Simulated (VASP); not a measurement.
# ReBi (CsCl type) (Pm-3m) in VASP: settings compared, part 2 of 3

VASP 6.6.1.

## 3. Single point, PBE (volume scaled by 0.9)

File INCAR:

```
ALGO = Normal
EDIFF = 1E-6
ENCUT = 520
GGA = PE
ISIF = 2
ISMEAR = -1
LASPH = T
LCHARG = F
LREAL = F
LWAVE = F
NBANDS = 18
NELM = 100
PREC = Accurate
SIGMA = 0.05
```

File KPOINTS:

```
k-points
0
Gamma
  11 11 11
```

File POSCAR:

```
ReBi
1.0
    3.2785588429      0.0000000000      0.0000000000
    0.0000000000      3.2785588429      0.0000000000
    0.0000000000      0.0000000000      3.2785588429
Re Bi
1 1
Direct
    0.0000000000      0.0000000000      0.0000000000
    0.5000000000      0.5000000000      0.5000000000
```

Potentials or basis: VASP PAW PBE potentials, release 64 (Re, Bi_d).

Launch:

```sh
$ cat potpaw_PBE.64/Re/POTCAR potpaw_PBE.64/Bi_d/POTCAR > POTCAR
$ mpirun -np 1 vasp_std > vasp.out
```

OUTCAR:

```text
EDIFF = 1E-6
   ENCUT = 520
   GGA = PE
   ISIF = 2
   ISMEAR = -1
   LASPH = T
   LREAL = F
   NELM = 100
   PREC = Accurate

 ion  position               nearest neighbor table
   1  0.000  0.000  0.000-   2 2.84   2 2.84   2 2.84   2 2.84   2 2.84   2 2.84   2 2.84   2 2.84

   2  0.500  0.500  0.500-   1 2.84   1 2.84   1 2.84   1 2.84   1 2.84   1 2.84   1 2.84   1 2.84

  LATTYP: Found a simple cubic cell.
 ALAT       =     3.2785588429

  Lattice vectors:

 A1 = (   3.2785588429,   0.0000000000,   0.0000000000)
 A2 = (   0.0000000000,   3.2785588429,   0.0000000000)
 A3 = (   0.0000000000,   0.0000000000,   3.2785588429)

Analysis of symmetry for initial positions (statically):
=====================================================================
 Subroutine PRICEL returns:
 Original cell was already a primitive cell.

 Routine SETGRP: Setting up the symmetry group for a
 simple cubic supercell.

 Subroutine GETGRP returns: Found 48 space group operations
 (whereof 48 operations were pure point group operations)
 out of a pool of 48 trial point group operations.

The static configuration has the point symmetry O_h .

Analysis of symmetry for dynamics (positions and initial velocities):
=====================================================================
 Subroutine PRICEL returns:
 Original cell was already a primitive cell.

 Routine SETGRP: Setting up the symmetry group for a
 simple cubic supercell.

 Subroutine GETGRP returns: Found 48 space group operations
 (whereof 48 operations were pure point group operations)
 out of a pool of 48 trial point group operations.

The dynamic configuration has the point symmetry O_h .

 Subroutine INISYM returns: Found 48 space group operations
 (whereof 48 operations are pure point group operations),
 and found     1 'primitive' translations

----------------------------------------------------------------------------------------

                                     Primitive cell

  volume of cell :      35.2411

  direct lattice vectors                    reciprocal lattice vectors
     3.278558843  0.000000000  0.000000000     0.305012064  0.000000000  0.000000000
     0.000000000  3.278558843  0.000000000     0.000000000  0.305012064  0.000000000
     0.000000000  0.000000000  3.278558843     0.000000000  0.000000000  0.305012064

  length of vectors
     3.278558843  3.278558843  3.278558843     0.305012064  0.305012064  0.305012064

  position of ions in fractional coordinates (direct lattice)
     0.000000000  0.000000000  0.000000000
     0.500000000  0.500000000  0.500000000

  ion indices of the primitive-cell ions
   primitive index   ion index
                 1           1
                 2           2

----------------------------------------------------------------------------------------

 KPOINTS: k-points

Automatic generation of k-mesh.
 Grid dimensions read from file:
 generate k-points for:   11   11   11

 Generating k-lattice:

  Cartesian coordinates                     Fractional coordinates (reciprocal lattice)
     0.027728369  0.000000000  0.000000000     0.090909091  0.000000000  0.000000000
     0.000000000  0.027728369  0.000000000     0.000000000  0.090909091  0.000000000
     0.000000000  0.000000000  0.027728369     0.000000000  0.000000000  0.090909091

  Length of vectors
     0.027728369  0.027728369  0.027728369

  Shift w.r.t. Gamma in fractional coordinates (k-lattice)
     0.000000000  0.000000000  0.000000000

 Subroutine IBZKPT returns following result:
 ===========================================

 Found     56 irreducible k-points:

 Following reciprocal coordinates:
            Coordinates               Weight
  0.000000  0.000000  0.000000      1.000000
  0.090909  0.000000  0.000000      6.000000
  0.181818  0.000000  0.000000      6.000000
  0.272727  0.000000  0.000000      6.000000
  0.363636  0.000000  0.000000      6.000000
  0.454545  0.000000  0.000000      6.000000
[... 16 lines left out ...]
  0.181818  0.090909  0.090909     24.000000
  0.272727  0.090909  0.090909     24.000000
 [... further k-points ...]
   k-points           NKPTS =     56   k-points in BZ     NKDIM =     56   number of bands    NBANDS=     18
   number of dos      NEDOS =    301   number of ions     NIONS =      2
   total plane-waves  NPLWV =  13824
   dimension x,y,z NGX =    24 NGY =   24 NGZ =   24
   dimension x,y,z NGXF=    48 NGYF=   48 NGZF=   48
   ions per type =               1   1
   NGX,Y,Z   is equivalent  to a cutoff of  12.17, 12.17, 12.17 a.u.
   NGXF,Y,Z  is equivalent  to a cutoff of  24.34, 24.34, 24.34 a.u.
 SYSTEM =  unknown system
   PREC   = accura    normal or accurate (medium, high low for compatibility)
   ISTART =      0    job   : 0-new  1-cont  2-samecut
   ICHARG =      2    charge: 1-file 2-atom 10-const
   ISPIN  =      1    spin polarized calculation?
   LNONCOLLINEAR =      F non collinear calculations
   LSORBIT =      F    spin-orbit coupling
   LASPH  =      T    aspherical Exc in radial PAW
   ENCUT  =  520.0 eV  38.22 Ry    6.18 a.u.   6.10  6.10  6.10*2*pi/ulx,y,z
   NELM   =    100;   NELMIN=  2; NELMDL= -5     # of ELM steps
   EDIFF  = 0.1E-05   stopping-criterion for ELM
   LREAL  =      F    real-space projection
   EDIFFG = 0.1E-04   stopping-criterion for IOM
   NSW    =      0    number of steps for IOM
   IBRION =     -1    ionic relax: 0-MD 1-quasi-New 2-CG
   NFREE  =      0    steps in history (QN), initial steepest desc. (CG)
   ISIF   =      2    stress and relaxation
   ISYM   =      2    0-nonsym 1-usesym 2-fastsym
   POTIM  = 0.5000    time-step for ionic-motion
   TEBEG  =    0.0;   TEEND  =   0.0 temperature during run
   PSTRESS=    0.0 pullay stress
   NELECT =      22.0000    total number of electrons
   NUPDOWN=      -1.0000    fix difference up-down
   EMIN   =  10.00;   EMAX   =-10.00  energy-range for DOS
   EFERMI =   0.00;   METHOD = LEGACY
   ISMEAR =    -1;   SIGMA  =   0.05  broadening in eV -4-tet -1-fermi 0-gaus
   EFERMI_NEDOS =   21; number of points for ismear=-14 and -15
   IALGO  =     38    algorithm
   IMIX   =      4    mixing-type and parameters
     AMIX     =   0.40;   BMIX     =  1.00
     AMIX_MAG =   1.60;   BMIX_MAG =  1.00
  volume/ion in A,a.u.               =      17.62       118.91
  Fermi-wavevector in a.u.,A,eV,Ry     =   1.399156  2.644021 26.635268  1.957637
  Thomas-Fermi vector in A             =   2.522243
   LORBIT       =      0    0 simple, 1 ext, 2 COOP (PROOUT), +10 PAW based schemes
   GGA     = PE    functional components
   LHFCALC =     F    Hartree Fock is set to
   AEXX    =    0.0000 exact exchange contribution
   IVDW    =     0    specifies the selected vdW correction
   LEPSILON=     F    determine dielectric tensor
   LRPA    =     F    only Hartree local field effects (RPA)
 non-spin polarized calculation
  energy-cutoff  :      520.00
  volume of cell :       35.24
 maximum number of plane-waves:       962
   NGX = 13   NGY = 13   NGZ = 13

 number of electron      21.9999991 magnetization

 Free energy of the ion-electron system (eV)
  ---------------------------------------------------
  ext. energy  EPLUGINS =         0.00000000
  ---------------------------------------------------
  free energy    TOTEN  =       -13.71445778 eV

  energy without entropy =      -13.70277293  energy(sigma->0) =      -13.70861536

 E-fermi :  11.4342     XC(G=0): -13.0026

 val. band max:       11.4292522513   @ k =   0.1818   0.0909   0.0000
 cond. band min:      11.4627848237   @ k =   0.4545   0.0000   0.0000
 fundamental gap:      0.0335325724
 Fermi energy:        11.4342058807

 k-point     1 :       0.0000    0.0000    0.0000
  band No.  band energies     occupation
      1     -11.9073      2.00000
      2     -11.9073      2.00000
      3     -11.6048      2.00000
      4     -11.6048      2.00000
      5     -11.6048      2.00000
      6      -3.7945      2.00000
[... 10 lines left out ...]
     17      22.4795      0.00000
     18      24.1318      0.00000

 k-point     2 :       0.0909    0.0000    0.0000
  band No.  band energies     occupation
      1     -11.9051      2.00000
      2     -11.8846      2.00000
      3     -11.6104      2.00000
      4     -11.6104      2.00000
      5     -11.6034      2.00000
      6      -3.6624      2.00000
[... 10 lines left out ...]
     17      22.7440      0.00000
     18      24.3685      0.00000
[... 442 lines left out ...]
 k-point    24 :       0.2727    0.0909    0.0909
  band No.  band energies     occupation
      1     -11.8582      2.00000
      2     -11.7289      2.00000
      3     -11.6581      2.00000
      4     -11.6527      2.00000
      5     -11.6090      2.00000
      6      -2.4313      2.00000
[... 10 lines left out ...]
     17      21.8793      0.00000
     18      24.6484      0.00000

 [... further k-points ...]
[... 5 lines left out ...]
  --------------------------------------------------------------------------------------
  -------------------------------------------------------------------------------------
  Total        4.7691064      4.7691064      4.7691064      0.0000000      0.0000000      0.0000000
  in kB      216.8196545    216.8196545    216.8196545      0.0000000      0.0000000      0.0000000
  external PRESSURE =     216.8196545 kB  Pullay stress =       0.0000000 kB

 VOLUME and BASIS-vectors are now :
 -----------------------------------------------------------------------------
  energy-cutoff  :      520.00
  volume of cell :       35.24
      direct lattice vectors                 reciprocal lattice vectors
     3.278558843  0.000000000  0.000000000     0.305012064  0.000000000  0.000000000
     0.000000000  3.278558843  0.000000000     0.000000000  0.305012064  0.000000000
     0.000000000  0.000000000  3.278558843     0.000000000  0.000000000  0.305012064

 POSITION                                       TOTAL-FORCE (eV/Angst)
 -----------------------------------------------------------------------------------
      0.00000      0.00000      0.00000         0.000000      0.000000      0.000000
      1.63928      1.63928      1.63928         0.000000      0.000000      0.000000
 -----------------------------------------------------------------------------------
    total drift:                                0.000000      0.000000     -0.000000

  FREE ENERGIE OF THE ION-ELECTRON SYSTEM (eV)
  ---------------------------------------------------
  free  energy   TOTEN  =       -13.7144577814 eV

  energy  without entropy=      -13.7027729296  energy(sigma->0) =      -13.70861536
```

OSZICAR:

```text
N       E                     dE             d eps       ncg     rms          rms(c)
DAV:   1     0.151715157991E+03    0.15172E+03   -0.12116E+04  3058   0.167E+03
DAV:   2    -0.483807061092E+01   -0.15655E+03   -0.15154E+03  3098   0.533E+02
DAV:   3    -0.138919061972E+02   -0.90538E+01   -0.88763E+01  3338   0.123E+02
DAV:   4    -0.140752153192E+02   -0.18331E+00   -0.18234E+00  3284   0.128E+01
DAV:   5    -0.140811271862E+02   -0.59119E-02   -0.59104E-02  3128   0.202E+00    0.226E+01
DAV:   6    -0.137856341860E+02    0.29549E+00   -0.91311E-01  3560   0.158E+01    0.867E+00
DAV:   7    -0.137242480290E+02    0.61386E-01   -0.80720E-02  3414   0.450E+00    0.358E+00
DAV:   8    -0.137150446352E+02    0.92034E-02   -0.21865E-02  3448   0.238E+00    0.145E-01
DAV:   9    -0.137144517047E+02    0.59293E-03   -0.19432E-03  3160   0.677E-01    0.382E-02
DAV:  10    -0.137144527669E+02   -0.10623E-05   -0.36991E-05  3168   0.784E-02    0.346E-02
DAV:  11    -0.137144574982E+02   -0.47313E-05   -0.89990E-06  3088   0.604E-02    0.179E-03
DAV:  12    -0.137144577814E+02   -0.28322E-06   -0.27609E-07  1470   0.117E-02
   1 F= -.13714458E+02 E0= -.13708615E+02  d E =-.116849E-01
```

It took 68 s on 1 thread of AMD EPYC 7R13, shared host; peak memory 0.13 GiB.

Results:

* Free energy: -13.7145 eV
* Pressure: 21.7 GPa
* Band gap on the k mesh: zero (band 11 reaches 12.58 eV, above the bottom of band 12 at 11.02 eV)

Caveat: the cell differs from its parent crystal (volume scaled by 0.9); spin-orbit coupling is left out, which moves the levels of the heavy elements.

## 4. Single point, PBE (volume scaled by 0.9)

File INCAR:

```
SYSTEM = ReBi
PREC     = Accurate       ! precision mode
ENCUT    = 520            ! plane-wave cutoff, eV
EDIFF    = 1E-6           ! SCF threshold, eV
ISMEAR   = -1             ! smearing method
SIGMA    = 0.05           ! smearing width, eV
LREAL    = .False.        ! projectors in reciprocal space
LASPH    = .True.         ! aspherical terms in the spheres
NELM     = 100            ! most SCF steps
ALGO     = Normal         ! electronic algorithm
ISIF     = 2              ! what is computed and relaxed
LWAVE    = .False.        ! write WAVECAR
LCHARG   = .False.        ! write CHGCAR
GGA      = PE             ! functional
NBANDS   = 18             ! bands
```

File KPOINTS:

```
regular mesh
0
Gamma
  11 11 11
  0 0 0
```

POSCAR is that of step 3.

Launch:

```sh
$ cat potpaw_PBE.64/Re/POTCAR potpaw_PBE.64/Bi_d/POTCAR > POTCAR
$ mpirun -np 1 vasp_std > vasp.out
```

Wall time 65 s (1 thread of AMD EPYC 7R13, shared host); peak memory 0.14 GiB.

It converged, with:

- Free energy: -13.7145 eV
- Pressure: 21.7 GPa
- Band gap on the k mesh: zero (band 11 reaches 12.58 eV, above the bottom of band 12 at 11.02 eV)

Levels at points of the mesh, in eV from the Fermi level:
```
           k point  band 7  band 8  band 9  band 10  band 11  band 12  band 13  band 14  band 15  band 16
(0.00, 0.00, 0.00)   -3.42   -3.42    0.19     0.19     0.19     0.97     0.97     0.97     3.89    11.04
```

Caveat: the cell differs from its parent crystal (volume scaled by 0.9); spin-orbit coupling is left out, which moves the levels of the heavy elements.

## 5. Single point, PBE

This run uses another cell than the first one, of 19.58 Å³/atom, 1.250 times its volume.

File INCAR:

```
SYSTEM = ReBi
ALGO     = Normal         ! electronic algorithm
EDIFF    = 1E-7           ! SCF threshold, eV
ENCUT    = 520            ! plane-wave cutoff, eV
GGA      = PE             ! functional
ISIF     = 2              ! what is computed and relaxed
ISMEAR   = -1             ! smearing method
LASPH    = .True.         ! aspherical terms in the spheres
LCHARG   = .True.         ! write CHGCAR
LELF     = .True.         ! ELF
LREAL    = .False.        ! projectors in reciprocal space
LVHAR    = .True.       
LWAVE    = .False.        ! write WAVECAR
NBANDS   = 18             ! bands
NELM     = 100            ! most SCF steps
PREC     = Accurate       ! precision mode
SIGMA    = 0.05           ! smearing width, eV
```

File KPOINTS:

```
k-points
0
Gamma
  11 11 11
  0 0 0
```

File POSCAR:

```
ReBi
1.0
    3.3957482031      0.0000000000      0.0000000000
    0.0000000000      3.3957482031      0.0000000000
    0.0000000000      0.0000000000      3.3957482031
Re Bi
1 1
Direct
    0.0000000000      0.0000000000      0.0000000000
    0.5000000000      0.5000000000      0.5000000000
```

Launch:

```sh
$ cat potpaw_PBE.64/Re/POTCAR potpaw_PBE.64/Bi_d/POTCAR > POTCAR
$ mpirun -np 1 vasp_std > vasp.out
```

Run time: 1.8 min. Hardware: 1 thread of AMD EPYC 7R13, shared host; peak memory 0.16 GiB.

The run converged. Its results:

```yaml
Free_energy: -13.9549 eV
Pressure: -0.1 GPa
Band_gap_on_the_k_mesh: zero (band 11 reaches 10.85 eV, above the bottom of band 12 at 9.43 eV)
```

Levels at points of the mesh, in eV from the Fermi level:
| k point | band 9 | band 10 | band 11 | band 12 | band 13 | band 14 |
| --- | --- | --- | --- | --- | --- | --- |
| (0.00, 0.00, 0.00) | 0.18 | 0.18 | 0.18 | 0.94 | 0.94 | 0.94 |

Caveat: spin-orbit coupling is left out, which moves the levels of the heavy elements.

(Continued in part 3 of 3.)
